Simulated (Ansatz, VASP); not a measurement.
Two plane-wave programs on BN

INCAR

```
ALGO = Normal ; EDIFF = 1E-7
ENCUT = 520 ; GGA = PE
ISIF = 2 ; ISMEAR = 0
LASPH = T ; LCHARG = F
LREAL = F ; LWAVE = F
NBANDS = 16 ; NELM = 100
PREC = Accurate ; SIGMA = 0.05
```

KPOINTS

```
k-points
0
Gamma
  6 6 6
```

The input POSCAR:

```
BN
1.0
    0.0000000000     -1.8123937734     -1.8848895243
   -1.8848895243      0.0000000000     -1.8848895243
    1.8848895243      1.8123937734     -3.7697790487
B N
2 2
Direct
   -0.0047981010      0.0213932330      0.0000000000
    0.5047981010      0.4786067670      0.5000000000
    0.3700897898      0.3968930928      0.8750000000
    0.8799102102      0.8531069072      0.3750000000
```

Input for Ansatz:

```yaml
crystal:
  lattice:
    - [0.0, -1.8123937734, -1.8848895243]
    - [-1.8848895243, 0.0, -1.8848895243]
    - [1.8848895243, 1.8123937734, -3.7697790487]
  atoms:
    - { symbol: B, position: [-0.004798101, 0.021393233, 0.0] }
    - { symbol: B, position: [0.504798101, 0.478606767, 0.5] }
    - { symbol: "N", position: [0.3700897898, 0.3968930928, 0.875] }
    - { symbol: "N", position: [0.8799102102, 0.8531069072, 0.375] }
basis:
  ecutwfc: 520.0
kpoints:
  mp_grid: { grid: [6, 6, 6] }
hamiltonian:
  xc: pbe
scf:
  occupations: { method: gaussian, width: 0.05 }
output:
  forces: true
  stress: true
  eigenvalues: true
```

Change from the starting cell: mode 4 frozen in at -0.051 Å, equal normal strain along x and y +0.0400.

Alike in both runs: task single point; functional PBE; k mesh 6 × 6 × 6; occupations gaussian, width 0.05 eV; no spin polarisation.

|  | VASP | Ansatz |
| --- | --- | --- |
| version | VASP 6.6.1 | Ansatz 0.2.0 |
| potentials or method | VASP PAW PBE potentials, release 64 (B, N), cutoff 520 eV | scalar-relativistic, plane waves, PAW |
| valence electrons in the cell | 16 | 16 |

```csv
,VASP,Ansatz,Ansatz less VASP
gap on the k mesh at the Fermi level (eV),3.72,3.73,+0.008
least direct gap on the mesh (eV),5.44,5.45,+0.010
pressure (GPa),-25.2,-25.3,-0.03
"traceless stress, the component that is largest in VASP (GPa)",14.48,14.47,-0.012
rms of the force components (eV/Å),0.322,0.322,0.0000
```

Atom by atom the forces differ by 0.000 eV/Å (rms over components). With one functional, cell and mesh, what is left measures potentials, basis and numerics.

The k mesh is coarse, so the values compare programs but aren't converged.
